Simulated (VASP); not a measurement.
# Rb2ZnO6 (Fm-3m) in VASP: notebook

Rb2ZnO6 is run at these levels: PBE; tasks: single point.

All numbers are computed with VASP 6.6.1; they aren't measurements. Logs are shortened: lines on timing, memory, paths and dates and some standing lists are left out, and cuts for length are marked.

### 1 The cell of the first run

The structure is cubic, space group Fm-3m (No. 225). The conventional cell has a = 8.442 Å, b = 8.442 Å, c = 8.442 Å, α = 90.00°, β = 90.00°, γ = 90.00°. Within 3.9 Å of Rb (site symmetry -43m) lie 12 O at 2.98 Å and 4 Zn at 3.66 Å. Zn (site symmetry m-3m) has 6 O at 2.11 Å within 2.8 Å. Within 2.8 Å of O (site symmetry 4mm) lie 1 Zn at 2.11 Å.

### 2 Single point, PBE, collinear spin, ferromagnetic start (atoms taken out)

Input file INCAR:

```
SYSTEM = Rb2ZnO6
PREC = Accurate
ENCUT = 520
EDIFF = 1E-6
ISMEAR = 0
SIGMA = 0.1
LREAL = .FALSE.
LASPH = .TRUE.
NELM = 150
ALGO = Normal
ISIF = 2
LWAVE = .FALSE.
LCHARG = .TRUE.
ISPIN = 2
MAGMOM = 0 0 0 1 1 1 1 1 1
LORBIT = 11
GGA = PE
LELF = .TRUE.
LVHAR = .TRUE.
NBANDS = 47
```

Input file KPOINTS:

```
regular mesh
0
G
  4 4 4
  0 0 0
```

Input file POSCAR:

```
Rb2ZnO6
1.0
    0.0000000000      4.2209496100      4.2209496100
    4.2209496100      0.0000000000      4.2209496100
    4.2209496100      4.2209496100      0.0000000000
Rb Zn O
2 1 6
Direct
    0.2500000000      0.2500000000      0.2500000000
    0.7500000000      0.7500000000      0.7500000000
    0.0000000000      0.0000000000      0.0000000000
    0.7500000000      0.2500000000      0.2500000000
    0.2500000000      0.7500000000      0.7500000000
    0.2500000000      0.7500000000      0.2500000000
    0.7500000000      0.2500000000      0.7500000000
    0.2500000000      0.2500000000      0.7500000000
    0.7500000000      0.7500000000      0.2500000000
```

Potentials or basis: VASP PAW PBE potentials, release 64 (Rb_sv, Zn, O).

Command:

```sh
> cat potpaw_PBE.64/Rb_sv/POTCAR potpaw_PBE.64/Zn/POTCAR potpaw_PBE.64/O/POTCAR > POTCAR
> mpirun -np 1 vasp_std > vasp.out
```

OUTCAR:

```text
SYSTEM = Rb2ZnO6
   PREC = Accurate
   ENCUT = 520
   EDIFF = 1E-6
   ISMEAR = 0
   LREAL = .FALSE.
   LASPH = .TRUE.
   NELM = 150
   ISIF = 2
   ISPIN = 2
   LORBIT = 11
   GGA = PE

 ion  position               nearest neighbor table
   1  0.250  0.250  0.250-   4 2.98   6 2.98   8 2.98   5 2.98   7 2.98   8 2.98   5 2.98   6 2.98
                             9 2.98   4 2.98   7 2.98   9 2.98   3 3.66   3 3.66   3 3.66   3 3.66
   2  0.750  0.750  0.750-   5 2.98   7 2.98   9 2.98   4 2.98   6 2.98   9 2.98   4 2.98   7 2.98
                             8 2.98   5 2.98   6 2.98   8 2.98   3 3.66   3 3.66   3 3.66   3 3.66
   3  0.000  0.000  0.000-   4 2.11   5 2.11   6 2.11   7 2.11   8 2.11   9 2.11   2 3.66   2 3.66
                             1 3.66   2 3.66   2 3.66   1 3.66   1 3.66   1 3.66
   4  0.750  0.250  0.250-   3 2.11   1 2.98   2 2.98   2 2.98   1 2.98
   5  0.250  0.750  0.750-   3 2.11   2 2.98   1 2.98   1 2.98   2 2.98
   6  0.250  0.750  0.250-   3 2.11   1 2.98   2 2.98   1 2.98   2 2.98
   7  0.750  0.250  0.750-   3 2.11   2 2.98   1 2.98   2 2.98   1 2.98
   8  0.250  0.250  0.750-   3 2.11   1 2.98   1 2.98   2 2.98   2 2.98
   9  0.750  0.750  0.250-   3 2.11   2 2.98   2 2.98   1 2.98   1 2.98

  LATTYP: Found a face centered cubic cell.
 ALAT       =     8.4418992200

  Lattice vectors:

 A1 = (   0.0000000000,   4.2209496100,   4.2209496100)
 A2 = (   4.2209496100,   0.0000000000,   4.2209496100)
 A3 = (   4.2209496100,   4.2209496100,   0.0000000000)

Analysis of symmetry for initial positions (statically):
=====================================================================
 Subroutine PRICEL returns:
 Original cell was already a primitive cell.

 Routine SETGRP: Setting up the symmetry group for a
 face centered cubic supercell.

 Subroutine GETGRP returns: Found 48 space group operations
 (whereof 48 operations were pure point group operations)
 out of a pool of 48 trial point group operations.

The static configuration has the point symmetry O_h .

Analysis of symmetry for dynamics (positions and initial velocities):
=====================================================================
 Subroutine PRICEL returns:
 Original cell was already a primitive cell.

 Routine SETGRP: Setting up the symmetry group for a
 face centered cubic supercell.

 Subroutine GETGRP returns: Found 48 space group operations
 (whereof 48 operations were pure point group operations)
 out of a pool of 48 trial point group operations.

The dynamic configuration has the point symmetry O_h .

Analysis of structural, dynamic, and magnetic symmetry:
=====================================================================
 Subroutine PRICEL returns:
 Original cell was already a primitive cell.

 Routine SETGRP: Setting up the symmetry group for a
 face centered cubic supercell.

 Subroutine GETGRP returns: Found 48 space group operations
 (whereof 48 operations were pure point group operations)
 out of a pool of 48 trial point group operations.

The overall configuration has the point symmetry O_h .

 Subroutine INISYM returns: Found 48 space group operations
 (whereof 48 operations are pure point group operations),
 and found     1 'primitive' translations

----------------------------------------------------------------------------------------

                                     Primitive cell

  volume of cell :     150.4044

  direct lattice vectors                    reciprocal lattice vectors
     0.000000000  4.220949610  4.220949610    -0.118456756  0.118456756  0.118456756
     4.220949610  0.000000000  4.220949610     0.118456756 -0.118456756  0.118456756
     4.220949610  4.220949610  0.000000000     0.118456756  0.118456756 -0.118456756

  length of vectors
     5.969324185  5.969324185  5.969324185     0.205173121  0.205173121  0.205173121

  position of ions in fractional coordinates (direct lattice)
     0.250000000  0.250000000  0.250000000
     0.750000000  0.750000000  0.750000000
     0.000000000  0.000000000  0.000000000
     0.750000000  0.250000000  0.250000000
     0.250000000  0.750000000  0.750000000
     0.250000000  0.750000000  0.250000000
     0.750000000  0.250000000  0.750000000
     0.250000000  0.250000000  0.750000000
     0.750000000  0.750000000  0.250000000

  ion indices of the primitive-cell ions
   primitive index   ion index
                 1           1
                 2           2
                 3           3
                 4           4
                 5           5
                 6           6
                 7           7
                 8           8
                 9           9

----------------------------------------------------------------------------------------

 KPOINTS: regular mesh

Automatic generation of k-mesh.
 Grid dimensions read from file:
 generate k-points for:    4    4    4

 Generating k-lattice:

  Cartesian coordinates                     Fractional coordinates (reciprocal lattice)
    -0.029614189  0.029614189  0.029614189     0.250000000  0.000000000  0.000000000
     0.029614189 -0.029614189  0.029614189     0.000000000  0.250000000  0.000000000
     0.029614189  0.029614189 -0.029614189     0.000000000  0.000000000  0.250000000

  Length of vectors
     0.051293280  0.051293280  0.051293280

  Shift w.r.t. Gamma in fractional coordinates (k-lattice)
     0.000000000  0.000000000  0.000000000

 Subroutine IBZKPT returns following result:
 ===========================================

 Found      8 irreducible k-points:

 Following reciprocal coordinates:
            Coordinates               Weight
  0.000000  0.000000  0.000000      1.000000
  0.250000  0.000000  0.000000      8.000000
  0.500000  0.000000  0.000000      4.000000
  0.250000  0.250000  0.000000      6.000000
  0.500000  0.250000  0.000000     24.000000
 -0.250000  0.250000  0.000000     12.000000
  0.500000  0.500000  0.000000      3.000000
 -0.250000  0.500000  0.250000      6.000000
   k-points           NKPTS =      8   k-points in BZ     NKDIM =      8   number of bands    NBANDS=     47
   number of dos      NEDOS =    301   number of ions     NIONS =      9
   total plane-waves  NPLWV = 110592
   dimension x,y,z NGX =    48 NGY =   48 NGZ =   48
   dimension x,y,z NGXF=    96 NGYF=   96 NGZF=   96
   ions per type =               2   1   6
   NGX,Y,Z   is equivalent  to a cutoff of  13.37, 13.37, 13.37 a.u.
   NGXF,Y,Z  is equivalent  to a cutoff of  26.74, 26.74, 26.74 a.u.
 SYSTEM =  Rb2ZnO6
   PREC   = accura    normal or accurate (medium, high low for compatibility)
   ISTART =      0    job   : 0-new  1-cont  2-samecut
   ICHARG =      2    charge: 1-file 2-atom 10-const
   ISPIN  =      2    spin polarized calculation?
   LNONCOLLINEAR =      F non collinear calculations
   LSORBIT =      F    spin-orbit coupling
   LASPH  =      T    aspherical Exc in radial PAW
   ENCUT  =  520.0 eV  38.22 Ry    6.18 a.u.  11.10 11.10 11.10*2*pi/ulx,y,z
   NELM   =    150;   NELMIN=  2; NELMDL= -5     # of ELM steps
   EDIFF  = 0.1E-05   stopping-criterion for ELM
   LREAL  =      F    real-space projection
   EDIFFG = 0.1E-04   stopping-criterion for IOM
   NSW    =      0    number of steps for IOM
   IBRION =     -1    ionic relax: 0-MD 1-quasi-New 2-CG
   NFREE  =      0    steps in history (QN), initial steepest desc. (CG)
   ISIF   =      2    stress and relaxation
   ISYM   =      2    0-nonsym 1-usesym 2-fastsym
   POTIM  = 0.5000    time-step for ionic-motion
   TEBEG  =    0.0;   TEEND  =   0.0 temperature during run
   PSTRESS=    0.0 pullay stress
   NELECT =      66.0000    total number of electrons
   NUPDOWN=      -1.0000    fix difference up-down
   EMIN   =  10.00;   EMAX   =-10.00  energy-range for DOS
   EFERMI =   0.00;   METHOD = LEGACY
   ISMEAR =     0;   SIGMA  =   0.10  broadening in eV -4-tet -1-fermi 0-gaus
   EFERMI_NEDOS =   21; number of points for ismear=-14 and -15
   IALGO  =     38    algorithm
   IMIX   =      4    mixing-type and parameters
     AMIX     =   0.40;   BMIX     =  1.00
     AMIX_MAG =   1.60;   BMIX_MAG =  1.00
  volume/ion in A,a.u.               =      16.71       112.78
  Fermi-wavevector in a.u.,A,eV,Ry     =   1.244045  2.350904 21.057018  1.547647
  Thomas-Fermi vector in A             =   2.378329
   LORBIT       =     11    0 simple, 1 ext, 2 COOP (PROOUT), +10 PAW based schemes
   GGA     = PE    functional components
   LHFCALC =     F    Hartree Fock is set to
   AEXX    =    0.0000 exact exchange contribution
   IVDW    =     0    specifies the selected vdW correction
   LEPSILON=     F    determine dielectric tensor
   LRPA    =     F    only Hartree local field effects (RPA)
 spin polarized calculation
 Gauss-broadening in eV      SIGMA  =   0.10
  energy-cutoff  :      520.00
  volume of cell :      150.40
 maximum number of plane-waves:      4088
 NGX is ok and might be reduce to    48
   NGX = 23   NGY = 23   NGZ = 23

 number of electron      66.0000010 magnetization       7.9994300

 Free energy of the ion-electron system (eV)
  ---------------------------------------------------
  ext. energy  EPLUGINS =         0.00000000
  ---------------------------------------------------
  free energy    TOTEN  =       -31.58512628 eV

  energy without entropy =      -31.53685521  energy(sigma->0) =      -31.56099075

 E-fermi :  -1.2313     XC(G=0):  -9.1978

 val. band max:       -1.2619092281   @ k =   0.5000   0.5000   0.0000
 cond. band min:      -1.2227864689   @ k =  -0.2500   0.5000   0.2500
 fundamental gap:      0.0391227592
 Fermi energy:        -1.2313191433

 spin component 1

 k-point     1 :       0.0000    0.0000    0.0000
  band No.  band energies     occupation
      1     -24.8712      1.00000
      2     -24.7954      1.00000
      3     -18.9183      1.00000
      4     -18.3800      1.00000
      5     -18.3800      1.00000
      6     -18.3800      1.00000
[... 37 lines left out ...]
     44       7.6795      0.00000
     45       9.6371      0.00000
[... 294 lines left out ...]
      4     -18.5632      1.00000
      5     -18.3934      1.00000
      6     -18.3934      1.00000
[... 37 lines left out ...]
     44       9.1804      0.00000
     45       9.9335      0.00000
 Fermi energy:        -1.2313191433

 spin component 2

 k-point     1 :       0.0000    0.0000    0.0000
  band No.  band energies     occupation
      1     -24.8591      1.00000
      2     -24.7927      1.00000
      3     -16.9419      1.00000
      4     -16.2598      1.00000
      5     -16.2598      1.00000
      6     -16.2598      1.00000
[... 37 lines left out ...]
     44       7.9976      0.00000
     45       9.6884      0.00000
[... 294 lines left out ...]
      4     -16.4930      1.00000
      5     -16.2873      1.00000
      6     -16.2873      1.00000
[... 37 lines left out ...]
     44       9.7087      0.00000
     45      10.1059      0.00000
 [bands above 45 left out]

------------------------ aborting loop because EDIFF is reached ----------------------------------------

  FORCE on cell =-STRESS in cart. coord.  units (eV):
  Direction    XX          YY          ZZ          XY          YZ          ZX
  --------------------------------------------------------------------------------------
  -------------------------------------------------------------------------------------
  Total       -1.9832981     -1.9832981     -1.9832981      0.0000000     -0.0000000      0.0000000
  in kB      -21.1270124    -21.1270124    -21.1270124      0.0000000     -0.0000000      0.0000000
  external PRESSURE =     -21.1270124 kB  Pullay stress =       0.0000000 kB

 VOLUME and BASIS-vectors are now :
 -----------------------------------------------------------------------------
  energy-cutoff  :      520.00
  volume of cell :      150.40
      direct lattice vectors                 reciprocal lattice vectors
     0.000000000  4.220949610  4.220949610    -0.118456756  0.118456756  0.118456756
     4.220949610  0.000000000  4.220949610     0.118456756 -0.118456756  0.118456756
     4.220949610  4.220949610  0.000000000     0.118456756  0.118456756 -0.118456756

 POSITION                                       TOTAL-FORCE (eV/Angst)
 -----------------------------------------------------------------------------------
      2.11047      2.11047      2.11047         0.000000     -0.000000      0.000000
      6.33142      6.33142      6.33142         0.000000     -0.000000      0.000000
      0.00000      0.00000      0.00000         0.000000     -0.000000      0.000000
      2.11047      4.22095      4.22095        -0.812183     -0.000000      0.000000
      6.33142      4.22095      4.22095         0.812183     -0.000000      0.000000
      4.22095      2.11047      4.22095         0.000000     -0.812183      0.000000
      4.22095      6.33142      4.22095         0.000000      0.812183      0.000000
      4.22095      4.22095      2.11047         0.000000     -0.000000     -0.812183
      4.22095      4.22095      6.33142         0.000000     -0.000000      0.812183
 -----------------------------------------------------------------------------------
    total drift:                                0.000000     -0.000000     -0.000000

  FREE ENERGIE OF THE ION-ELECTRON SYSTEM (eV)
  ---------------------------------------------------
  free  energy   TOTEN  =       -31.5851262810 eV

  energy  without entropy=      -31.5368552127  energy(sigma->0) =      -31.56099075

 total charge

# of ion       s       p       d       tot
------------------------------------------
    1        1.942   5.359   0.029   7.331
    2        1.942   5.359   0.029   7.331
    3        0.446   0.437   9.775  10.658
    4        1.607   3.097   0.000   4.704
    5        1.607   3.097   0.000   4.704
    6        1.607   3.097   0.000   4.704
    7        1.607   3.097   0.000   4.704
    8        1.607   3.097   0.000   4.704
    9        1.607   3.097   0.000   4.704
--------------------------------------------------
tot         13.973  29.735   9.834  53.542

 magnetization (x)

# of ion       s       p       d       tot
------------------------------------------
    1       -0.002   0.009  -0.003   0.004
    2       -0.002   0.009  -0.003   0.004
    3       -0.056  -0.033   0.187   0.097
    4        0.012   1.079   0.000   1.091
    5        0.012   1.079   0.000   1.091
    6        0.012   1.079   0.000   1.091
    7        0.012   1.079   0.000   1.091
    8        0.012   1.079   0.000   1.091
    9        0.012   1.079   0.000   1.091
--------------------------------------------------
tot          0.010   6.458   0.181   6.650
```

Wall time 3.2 min (1 thread of Intel Xeon Platinum 8259CL at 2.50GHz (Skylake/Cascade Lake), shared host); peak memory 0.44 GiB.

What came out:

| Item | Value |
| --- | --- |
| Free energy | -31.5851 eV |
| Pressure | -2.1 GPa |
| Band gap on the k mesh | zero (filled and empty bands overlap) |
| Net moment | 8.00 μB per cell |
| Site moments | Rb +0.00; Zn +0.10; O +1.09 μB |
| Valence electrons inside the program's atomic spheres | Rb 7.33; Zn 10.66; O 4.70 |

Caveat: the cell differs from its parent crystal (atoms taken out).

(Part 1 of 2 ends here.)
